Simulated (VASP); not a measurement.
Wanted: the native input for a VASP 6.6.1 run.

```yaml
Task: single point
Functional: PBE
Potentials_or_basis: VASP PAW PBE potentials, release 64 (C)
Cutoff: 520 eV
k_mesh: 15 × 15 × 3
Occupations: gaussian, width 0.1 eV
Spin: no spin polarisation
Dipole_correction: no
Further_INCAR_settings: ALGO = Normal; EDIFF = 1e-06; NBANDS = 16; ISYM = 0
```

The structure of C lies in POSCAR:

```
C
1.0
    2.4665844390      0.0000000000      0.0000000000
   -1.2332922195      2.1361247847      0.0000000000
    1.2332922195      0.7120415949     11.0554506074
C
4
Direct
    0.8681086765      0.9340543382      0.1978369853
    0.1318913235      0.0659456618      0.8021630147
    0.4652276595      0.7326138297      0.8021585108
    0.5347723405      0.2673861703      0.1978414892
```

One way to write it, as run:

INCAR

```
  PREC = Accurate
  ENCUT = 520
  EDIFF = 1E-6
  ISMEAR = 0
  SIGMA = 0.1
  LREAL = False
  LASPH = True
  NELM = 80
  ALGO = Normal
  ISIF = 2
  LWAVE = False
  LCHARG = False
  GGA = PE
  ISYM = 0
  NBANDS = 16
```

KPOINTS

```
Automatic mesh
0
Gamma
  15 15 3
```

Potentials or basis: VASP PAW PBE potentials, release 64 (C).

Command:

```console
$ cat potpaw_PBE.64/C/POTCAR > POTCAR
$ mpirun -np 1 vasp_std > vasp.out
```

It gave:

| Item | Value |
| --- | --- |
| Pressure | 0.2 GPa |
| Band gap on the k mesh | zero (filled and empty bands touch) |

Caveat: this functional lacks dispersion, which binds the layers, so the pressure and a relaxed spacing across them are unreliable.

Wall time 2 min on 1 thread of AMD EPYC 9R45 96-Core Processor (Zen 5) (shared host), peak memory 0.3 GiB.
